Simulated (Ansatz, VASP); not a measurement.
# Se in VASP and in Ansatz

```
Se
1.0
     7.38686    0.00000    0.00000
     0.00000    7.38686    0.00000
     0.00000    0.00000    2.69185
Se
6
Direct
  0.15257 0.34743 0.00000
  0.34743 0.84743 0.00000
  0.84743 0.65257 0.00000
  0.65257 0.15257 0.00000
  0.00000 0.00000 0.00000
  0.50000 0.50000 0.00000
```

Alike in both runs: functional PBE; k mesh 4 × 4 × 8; occupations gaussian, width 0.1 eV; no spin polarisation.

Ansatz relaxed the structure, and its values are those at the end. VASP's run is a single point on that final structure, the one shown.

|  | VASP | Ansatz |
| --- | --- | --- |
| version | VASP 6.6.1 | Ansatz 0.2.0 |
| potentials or method | VASP PAW PBE potentials, release 64 (Se), cutoff 520 eV | scalar-relativistic, plane waves, PAW |
| valence electrons in the cell | 36 | 96 |

|  | VASP | Ansatz | Ansatz less VASP |
| --- | --- | --- | --- |
| gap on the k mesh at the Fermi level (eV) | none | none | - |
| pressure (GPa) | 0.4 | 0.4 | -0.03 |

A gap of «none» marks a metal or a gap that the smearing closes. VASP's potentials hold 36 valence electrons a cell and Ansatz's 96, so a difference there can come from the potentials and not from the codes.
